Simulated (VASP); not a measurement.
TiSi16 (a cell with a defect), 17 atoms in the cell. The cell holds a defect, 17 atoms: a = 7.679 Å, b = 7.679 Å, c = 7.679 Å, α = 60.00°, β = 60.00°, γ = 60.00°. 

- Program: VASP 6.6.1
- Task: single point
- Functional: PBE
- Dispersion: D3(BJ)
- Potentials or basis: VASP PAW PBE potentials, release 64 (Si, Ti_sv)
- Cutoff: 520 eV
- k mesh: 2 × 2 × 2
- Occupations: fermi-dirac, width 0.02 eV
- Spin: no spin polarisation
- Dipole correction: no
- Further INCAR settings: LREAL = Auto; ALGO = Normal; EDIFF = 1e-07; NBANDS = 52

Potentials or basis: VASP PAW PBE potentials, release 64 (Si, Ti_sv).

Launch:

```sh
$ cat potpaw_PBE.64/Si/POTCAR potpaw_PBE.64/Ti_sv/POTCAR > POTCAR
$ mpirun -np 1 vasp_std > vasp.out
```

Hardware: 1 thread of Intel(R) Xeon(R) 6975P-C (Granite Rapids), with other jobs on the host.

Estimate the wall time of this run.

It took 2.1 min on 1 thread of Intel(R) Xeon(R) 6975P-C (Granite Rapids), with other jobs on the host, peak memory 0.48 GiB. Counts: scf iterations 17, k points 8.
